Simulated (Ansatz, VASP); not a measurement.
## Cu: VASP beside Ansatz

```xyz
5
Lattice="2.5665 0.0000 0.0000 0.0000 3.6295 0.0000 0.0000 0.0000 21.1329" Properties=species:S:1:pos:R:3 pbc="T T T"
Cu    0.0000    0.0000    8.0851
Cu    1.2832    1.8148    9.2496
Cu    0.0000    0.0000   10.5664
Cu    1.2832    1.8148   11.8833
Cu    0.0000    0.0000   13.0478
```

Alike in both runs: functional PBE; k mesh 16 × 11 × 1; occupations fermi-dirac, width 0.05 eV; no spin polarisation.

Ansatz relaxed the structure, and its values are those at the end. VASP's run is a single point on that final structure, the one shown.

```csv
,VASP,Ansatz
version,VASP 6.6.1,Ansatz 0.2.0
potentials or method,"VASP PAW PBE potentials, release 64 (Cu), cutoff 520 eV","all-electron LAPW, scalar-relativistic"
```

Ansatz gave:

```
rms of the force components (eV/Å) : 0.003
```

Problem. What did VASP give for the same quantities?

Solution. rms of the force components (eV/Å): 0.014.

Ansatz ran all-electron here, and VASP with PAW potentials.
